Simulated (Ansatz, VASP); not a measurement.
**One calculation of CdTe, two programs**

Contents of INCAR:

```
SYSTEM = CdTe
  PREC = Accurate
  ENCUT = 520
  EDIFF = 1E-6
  ISMEAR = 0
  SIGMA = 0.05
  LREAL = .FALSE.
  LASPH = .TRUE.
  NELM = 80
  ALGO = Normal
  ISIF = 2
  LWAVE = .FALSE.
  LCHARG = .FALSE.
  NBANDS = 16
```

The input KPOINTS:

```
regular mesh
0
G
  8 8 8
  0 0 0
```

File POSCAR:

```
CdTe
1.0
    0.0000000000      3.2050000000      3.1088500000
    3.2050000000      0.0000000000      3.1088500000
    3.2050000000      3.2050000000      0.0000000000
Cd Te
1 1
Direct
    0.0000000000      0.0000000000      0.0000000000
    0.7500000000      0.7500000000      0.7500000000
```

Input for Ansatz:

```yaml
crystal:
  lattice:
    - [0.0, 3.205, 3.10885]
    - [3.205, 0.0, 3.10885]
    - [3.205, 3.205, 0.0]
  atoms:
    - { symbol: Cd, position: [0.0, 0.0, 0.0] }
    - { symbol: Te, position: [0.75, 0.75, 0.75] }
basis:
  ecutwfc: 420
kpoints:
  mp_grid: { grid: [8, 8, 8] }
hamiltonian:
  xc: lda
scf:
  occupations: { method: gaussian, width: 0.05 }
output:
  forces: true
  stress: true
  eigenvalues: true
```

Change from the starting cell: strain -0.0300 x Voigt [0, 0, 1, 0, 0, 0], atoms carried along.

Alike in both runs: task single point; functional LDA; k mesh 8 × 8 × 8; occupations gaussian, width 0.05 eV; no spin polarisation.

```csv
,VASP,Ansatz
version,VASP 6.6.1,Ansatz 0.2.0
potentials or method,"VASP PAW LDA potentials, release 64 (Cd, Te), cutoff 520 eV","scalar-relativistic, plane waves, PAW"
valence electrons in the cell,18,36
```

Ansatz gave:

```
gap on the k mesh at the Fermi level (eV)                     : 0.63
least direct gap on the mesh (eV)                             : 0.63
pressure (GPa)                                                : 1.5
traceless stress, the component that is largest in VASP (GPa) : 0.33
```

Q: Which values does VASP return?

A: gap on the k mesh at the Fermi level (eV): 0.68; least direct gap on the mesh (eV): 0.68; pressure (GPa): 1.8; traceless stress, the component that is largest in VASP (GPa): 0.32.

LDA's correlation is that of Perdew and Zunger in VASP and of Perdew and Wang (1992) in Ansatz. VASP's potentials hold 18 valence electrons a cell and Ansatz's 36, so a difference there can come from the potentials and not from the codes.

Spin-orbit coupling is off throughout.
